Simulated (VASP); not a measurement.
Wanted: the native input for a VASP 6.6.1 run.

```yaml
Task: single point
Functional: LDA
Potentials_or_basis: VASP PAW LDA potentials, release 64 (Al, Ga_d, N)
Cutoff: 520 eV
k_mesh: 6 × 8 × 6
Occupations: gaussian, width 0.05 eV
Spin: no spin polarisation
Dipole_correction: no
k_mesh_for_the_DOS: 9 × 12 × 9
Occupations_for_the_DOS: tetrahedron
Further_INCAR_settings: ALGO = Normal; EDIFF = 1e-06; NBANDS = 31
```

Al3GaN4:

```xyz
8
Lattice="5.0377 0.0000 0.0000 0.0000 3.1254 0.0000 -0.0034 0.0000 5.4112" Properties=species:S:1:pos:R:3 pbc="T T T"
Al    2.5188    1.5627    0.9052
Al    0.0010    1.5627    4.5181
Al    0.0034    0.0000    1.7943
Ga    2.5152    0.0000    3.6047
N     0.5526    0.0000    3.6054
N     0.6170    1.5627    0.9046
N     3.1503    1.5627    4.5523
N     3.1400    0.0000    1.7601
```

The input as run:

POSCAR

```
Al3GaN4
1.0
    5.0376935905      0.0000000000      0.0000000000
    0.0000000000      3.1254377800      0.0000000000
   -0.0033559659      0.0000000000      5.4111720837
Al Ga N
3 1 4
Direct
    0.5000987300      0.5000000000      0.1672803900
    0.0007635700      0.5000000000      0.8349643100
    0.0008865500      0.0000000000      0.3315828000
    0.4997148900      0.0000000000      0.6661637400
    0.1101354300      0.0000000000      0.6662955400
    0.1225865200      0.5000000000      0.1671738600
    0.6259035500      0.5000000000      0.8412775200
    0.6235097600      0.0000000000      0.3252628400
```

INCAR.step1

```
SYSTEM = Al3GaN4
PREC     = Accurate       ! precision mode
ENCUT    = 520            ! plane-wave cutoff, eV
EDIFF    = 1E-6           ! SCF threshold, eV
ISMEAR   = 0              ! smearing method
SIGMA    = 0.05           ! smearing width, eV
LREAL    = .False.        ! projectors in reciprocal space
LASPH    = .True.         ! aspherical terms in the spheres
NELM     = 80             ! most SCF steps
ALGO     = Normal         ! electronic algorithm
ISIF     = 2              ! what is computed and relaxed
LWAVE    = .False.        ! write WAVECAR
LCHARG   = .True.         ! write CHGCAR
NBANDS   = 31             ! bands
```

KPOINTS.step1

```
Automatic mesh
0
Gamma
  6 8 6
  0 0 0
```

INCAR.step2

```
SYSTEM = Al3GaN4
PREC     = Accurate       ! precision mode
ENCUT    = 520            ! plane-wave cutoff, eV
EDIFF    = 1E-6           ! SCF threshold, eV
ISMEAR   = -5             ! smearing method
SIGMA    = 0.05           ! smearing width, eV
LREAL    = .False.        ! projectors in reciprocal space
LASPH    = .True.         ! aspherical terms in the spheres
NELM     = 80             ! most SCF steps
ALGO     = Normal         ! electronic algorithm
ISIF     = 2              ! what is computed and relaxed
LWAVE    = .False.        ! write WAVECAR
LCHARG   = .False.        ! write CHGCAR
LORBIT   = 10             ! projections on sites
NBANDS   = 31             ! bands
NEDOS    = 2001           ! points of the DOS
ICHARG   = 11             ! starting density
```

KPOINTS.step2

```
Automatic mesh
0
Gamma
  9 12 9
  0 0 0
```

Potentials or basis: VASP PAW LDA potentials, release 64 (Al, Ga_d, N).

Command:

```bash
$ cat potpaw_LDA.64/Al/POTCAR potpaw_LDA.64/Ga_d/POTCAR potpaw_LDA.64/N/POTCAR > POTCAR
$ cp INCAR.step1 INCAR
$ cp KPOINTS.step1 KPOINTS
$ mpirun -np 1 vasp_std > vasp.out
$ cp INCAR.step2 INCAR
$ cp KPOINTS.step2 KPOINTS
$ mpirun -np 1 vasp_std > vasp.out
```

It gave:

```yaml
Valence_electrons_inside_the_program's_atomic_spheres: Al 0.83, 0.82 (each value once); Ga 11.91; N 3.79, 3.81, 3.78 (each value once)
```

It took 14 min on 1 thread of Intel Xeon 8259CL (shared host), peak memory 0.66 GiB.
